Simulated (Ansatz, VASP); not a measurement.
# SrCl2 in VASP and in Ansatz

Contents of POSCAR:

```
SrCl2
1.0
    0.0000000000      3.4976509228      3.4976509228
    3.4976509228      0.0000000000      3.4976509228
    3.4976509228      3.4976509228      0.0000000000
Sr Cl
1 2
Direct
    0.0000000000      0.0000000000      0.0000000000
    0.2500000000      0.2500000000      0.2500000000
    0.7500000000      0.7500000000      0.7500000000
```

INCAR.step1

```
ALGO     = Normal         # electronic algorithm
EDIFF    = 1E-4           # SCF threshold, eV
ENCUT    = 520            # plane-wave cutoff, eV
GGA      = PE             # functional
ISMEAR   = 0              # smearing method
LASPH    = True           # aspherical terms in the spheres
LCHARG   = False          # write CHGCAR
LREAL    = False          # projectors in reciprocal space
LWAVE    = True           # write WAVECAR
NBANDS   = 19             # bands
NELM     = 100            # most SCF steps
PREC     = Accurate       # precision mode
SIGMA    = 0.01           # smearing width, eV
```

File INCAR.step2:

```
ALGO     = Normal         # electronic algorithm
EDIFF    = 1E-7           # SCF threshold, eV
ENCUT    = 520            # plane-wave cutoff, eV
ISIF     = 2              # what is computed and relaxed
ISMEAR   = 0              # smearing method
ISTART   = 1            
LASPH    = True           # aspherical terms in the spheres
LCHARG   = False          # write CHGCAR
LMIXTAU  = True         
LREAL    = False          # projectors in reciprocal space
LWAVE    = False          # write WAVECAR
METAGGA  = R2SCAN         # meta-GGA
NBANDS   = 19             # bands
NELM     = 100            # most SCF steps
PREC     = Accurate       # precision mode
SIGMA    = 0.01           # smearing width, eV
```

KPOINTS

```
k-points
0
Gamma
  6 6 6
```

Input for Ansatz:

```yaml
crystal:
  lattice:
    - [0.0, 3.4976509228, 3.4976509228]
    - [3.4976509228, 0.0, 3.4976509228]
    - [3.4976509228, 3.4976509228, 0.0]
  atoms:
    - { symbol: Sr, position: [0.0, 0.0, 0.0] }
    - { symbol: Cl, position: [0.25, 0.25, 0.25] }
    - { symbol: Cl, position: [0.75, 0.75, 0.75] }
kpoints:
  mp_grid: { grid: [6, 6, 6] }
  band_path:
    path:
      - [0.0, 0.0, 0.0]
      - [0.5, 0.0, 0.5]
      - [0.625, 0.25, 0.625]
      - [0.375, 0.375, 0.75]
      - [0.5, 0.5, 0.5]
      - [0.5, 0.25, 0.75]
      - [0.0, 0.5, 0.5]
    npoints: 1
hamiltonian:
  xc: r2scan
scf:
  occupations: { method: fixed }
  n_extra_bands: 4
output:
  forces: true
  stress: true
  eigenvalues: true
```

Alike in both runs: task single point; functional r2SCAN; k mesh 6 × 6 × 6; no spin polarisation.

|  | VASP | Ansatz |
| --- | --- | --- |
| version | VASP 6.6.1 | Ansatz 0.2.0 |
| potentials or method | VASP PAW PBE potentials, release 64 (Sr_sv, Cl) | plane waves, PAW |
| plane-wave cutoff (eV) | 520 | 500 |
| occupations | gaussian, width 0.01 eV | fixed |
| valence electrons in the cell | 24 | 24 |

|  | VASP | Ansatz | Ansatz less VASP |
| --- | --- | --- | --- |
| gap on the k mesh at the Fermi level (eV) | 5.94 | 5.94 | 0.000 |
| pressure (GPa) | 0.0 | 0.0 | -0.05 |

VASP's potentials were made for PBE, not for r2SCAN.
